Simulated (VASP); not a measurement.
Write the native input for VASP 6.6.1 that does the following.

| Item | Value |
| --- | --- |
| Task | single point |
| Functional | PBE |
| Potentials or basis | VASP PAW PBE potentials, release 64 (B, As) |
| Cutoff | 520 eV |
| k mesh | 10 × 10 × 10 |
| Occupations | fermi-dirac, width 0.02 eV |
| Spin | no spin polarisation |
| Dipole correction | no |
| Further INCAR settings | ALGO = Normal; EDIFF = 1e-06; NBANDS = 11 |

The structure of BAs lies in POSCAR:

```
BAs
1.0
    0.0000000000      2.3646025850      2.4045142790
    2.3646025850      0.0000000000      2.4045142790
    2.3646025850      2.3646025850      0.0000000000
B As
1 1
Direct
    0.0000000000      0.0000000000      0.0000000000
    0.2500000000      0.2500000000      0.2500000000
```

This cell differs from its parent crystal: epitaxial xy strain -1.1%.

One way to write it, as run:

INCAR

```
ALGO = Normal
EDIFF = 1E-6
ENCUT = 520
GGA = PE
ISIF = 2
ISMEAR = -1
LASPH = True
LCHARG = True
LELF = True
LREAL = False
LVHAR = True
LWAVE = False
NBANDS = 11
NELM = 60
PREC = Accurate
SIGMA = 0.02
```

KPOINTS

```
k-points
0
Gamma
  10 10 10
```

Potentials or basis: VASP PAW PBE potentials, release 64 (B, As).

Run with:

```sh
$ cat potpaw_PBE.64/B/POTCAR potpaw_PBE.64/As/POTCAR > POTCAR
$ mpirun -np 1 vasp_std > vasp.out
```

Results of the run:

* Pressure: 5.4 GPa
* Band gap on the k mesh: 1.03 eV, indirect (least direct gap 3.20 eV)

Caveat: the cell differs from its parent crystal (epitaxial xy strain -1.1%).

Wall time 67 s on 1 thread of Intel Xeon 8259CL (shared host), peak memory 0.18 GiB.
